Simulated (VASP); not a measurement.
Input of a VASP 6.6.1 run:

File INCAR:

```
PREC = Accurate
ENCUT = 520
EDIFF = 1E-6
ISMEAR = 0
SIGMA = 0.1
LREAL = F
LASPH = T
NELM = 100
ALGO = Normal
ISIF = 2
LWAVE = F
LCHARG = F
LDIPOL = T
IDIPOL = 3
DIPOL = 0.5 0.5 0.342
GGA = CA
NBANDS = 31
```

KPOINTS

```
Automatic mesh
0
Gamma
  9 9 1
```

The input POSCAR:

```
W3C
1.0
    2.8093052381      0.0000000000      0.0000000000
    0.0000000000      2.8093052381      0.0000000000
    0.0000000000      0.0000000000     19.3572602846
W C
3 1
Direct
    0.5000000000      0.5000000000      0.2066408129
    0.0000000000      0.0000000000      0.3062710168
    0.5000000000      0.5000000000      0.4059076630
    0.8333333333      1.0000000000      0.4472497867
```

Potentials or basis: VASP PAW LDA potentials, release 64 (W_sv, C).

Launch:

```sh
$ cat potpaw_LDA.64/W_sv/POTCAR potpaw_LDA.64/C/POTCAR > POTCAR
$ mpirun -np 1 vasp_std > vasp.out
```

Problem. What does it give for the largest force?

Solution. 4.796 eV/Å.

Problem. Predict the band gap on the k mesh.

Solution. Zero (bands 23 and 24 overlap by 1.53 eV).

Forces on the atoms (eV/Å):
```
W    0.000  0.000 -0.341
W   -0.350  0.000 -0.645
W   -4.445  0.000  0.874
C    4.795  0.000  0.112
```

Caveat: spin-orbit coupling is left out, which moves the levels of the heavy elements.
